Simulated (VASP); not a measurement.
Wanted: the native input for a VASP 6.6.1 run.

```
Task                   : single point
Functional             : PBE
Potentials or basis    : VASP PAW PBE potentials, release 64 (Ca_sv, F)
Cutoff                 : 600 eV
k mesh                 : 5 × 5 × 5
Occupations            : fermi-dirac, width 0.1 eV
Spin                   : no spin polarisation
Dipole correction      : no
Further INCAR settings : ALGO = Normal; EDIFF = 1e-06; NBANDS = 19
```

The structure of CaF2 (Fluorite) lies in POSCAR:

```
CaF2
1.0
    0.0000000000      2.7310000000      2.7310000000
    2.7310000000      0.0000000000      2.7310000000
    2.7310000000      2.7310000000      0.0000000000
Ca F
1 2
Direct
    0.0000000000      0.0000000000      0.0000000000
    0.2500000000      0.2500000000      0.2500000000
    0.7500000000      0.7500000000      0.7500000000
```

One way to write it, as run:

INCAR

```
ALGO = Normal ; EDIFF = 1E-6
ENCUT = 600 ; GGA = PE
GGA_COMPAT = F ; ISIF = 2
ISMEAR = -1 ; LASPH = T
LCHARG = F ; LREAL = F
LWAVE = F ; NBANDS = 19
NELM = 120 ; PREC = Accurate
SIGMA = 0.1
```

KPOINTS

```
k-points
0
Gamma
  5 5 5
```

Potentials or basis: VASP PAW PBE potentials, release 64 (Ca_sv, F).

Run with:

```bash
$ cat potpaw_PBE.64/Ca_sv/POTCAR potpaw_PBE.64/F/POTCAR > POTCAR
$ mpirun -np 1 vasp_std > vasp.out
```

Results of the run:

```yaml
Pressure: 2.5 GPa
Band_gap_on_the_k_mesh: 7.34 eV, indirect (least direct gap 7.54 eV)
```

Wall time 13 s on 1 thread of Intel(R) Xeon(R) Platinum 8488C (Sapphire Rapids), on a shared host, peak memory 0.17 GiB.
